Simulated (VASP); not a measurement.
HfB2: electric field gradients with PBEsol

The system is HfB2.

```xyz
3
Lattice="3.2028 0.0000 0.0000 -1.6014 2.7737 0.0000 0.0000 0.0000 3.4800" Properties=species:S:1:pos:R:3 pbc="T T T"
Hf    0.0000    0.0000    0.0000
B     0.0000    1.8491    1.7400
B     1.6014    0.9246    1.7400
```

This cell differs from its parent crystal: equal xx and yy strain of +2 %.

```yaml
Program: VASP 6.6.1
Task: electric field gradients
Functional: PBEsol
Potentials_or_basis: VASP PAW PBE potentials, release 64 (Hf_pv, B)
Cutoff: 520 eV
k_mesh: 15 × 15 × 12
Occupations: fermi-dirac, width 0.03 eV
Spin: no spin polarisation
Dipole_correction: no
Further_INCAR_settings: ALGO = Normal; EDIFF = 1e-08; NBANDS = 15
```

| Item | Value |
| --- | --- |
| Pressure | -13.9 GPa |
| Band gap on the k mesh | zero (band 8 reaches 7.81 eV, above the bottom of band 9 at 7.01 eV) |

Stress tensor (GPa, compression positive):
```
-16.09   0.00   0.00
  0.00 -16.09   0.00
  0.00   0.00  -9.56
```

Levels at points of the mesh, in eV from the Fermi level:
```
           k point  band 4  band 5  band 6  band 7  band 8  band 9  band 10  band 11  band 12  band 13
(0.00, 0.00, 0.00)  -13.53   -2.99   -2.99   -2.89   -2.63    3.75     3.75     4.44     4.58     4.58
(0.00, 0.00, 0.50)  -11.17   -8.23   -1.27   -1.27    0.05    0.05     0.89     0.89     2.41     4.74
```

Electric field gradients, principal values (V/Å²):
```csv
atom,least,middle,greatest (by size)
1 Hf,-36.274,-36.276,72.550
2 B,-0.326,-0.326,0.651
3 B,-0.326,-0.326,0.651
```

Wall time 57 s on 1 thread of Intel(R) Xeon(R) Platinum 8259CL CPU @ 2.50GHz (Skylake/Cascade Lake), with other jobs on the host, peak memory 0.21 GiB.

Caveat: the cell differs from its parent crystal (equal xx and yy strain of +2 %); without QUAD_EFG the Cq values of the log hold for a quadrupole moment of 1 mb, not for the nuclei; the PAW data sets were made with another functional, which shifts forces and pressure a little; spin-orbit coupling is left out, which moves the levels of the heavy elements.
